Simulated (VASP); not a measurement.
A run of VASP 6.6.1:

The input POSCAR:

```
MgO
1.0
    0.0000000000      2.1229829251      2.1229829251
    2.1229829251      0.0000000000      2.1229829251
    2.1229829251      2.1229829251      0.0000000000
Mg O
1 1
Direct
    0.0000000000      0.0000000000      0.0000000000
    0.5000000000      0.5000000000      0.5000000000
```

Contents of INCAR.step1:

```
PREC = Accurate ; ENCUT = 660
ISMEAR = 0 ; SIGMA = 0.01
LREAL = F ; LASPH = T
NELM = 120 ; NBANDS = 11
GGA = PE ; ALGO = Normal
EDIFF = 1E-5 ; LWAVE = T
LCHARG = F ; GGA_COMPAT = F
```

File INCAR.step2:

```
PREC = Accurate ; ENCUT = 660
EDIFF = 1E-6 ; ISMEAR = 0
SIGMA = 0.01 ; LREAL = F
LASPH = T ; NELM = 120
ALGO = Normal ; ISIF = 2
LWAVE = F ; LCHARG = F
METAGGA = R2SCAN ; LMIXTAU = T
NBANDS = 11 ; ISTART = 1
GGA_COMPAT = F
```

Contents of KPOINTS:

```
regular mesh
0
Gamma
  8 8 8
```

Potentials or basis: VASP PAW PBE potentials, release 64 (Mg, O).

Launch:

```bash
$ cat potpaw_PBE.64/Mg/POTCAR potpaw_PBE.64/O/POTCAR > POTCAR
$ cp INCAR.step1 INCAR
$ mpirun -np 1 vasp_std > vasp.out
$ cp INCAR.step2 INCAR
$ mpirun -np 1 vasp_std > vasp.out
```

Hardware: 1 thread of Intel(R) Xeon(R) Platinum 8488C (Sapphire Rapids), on a shared host.

How long does it take, and how much memory?

Wall time 42 s on 1 thread of Intel(R) Xeon(R) Platinum 8488C (Sapphire Rapids) (shared host), peak memory 0.17 GiB. Counts: k points 29.
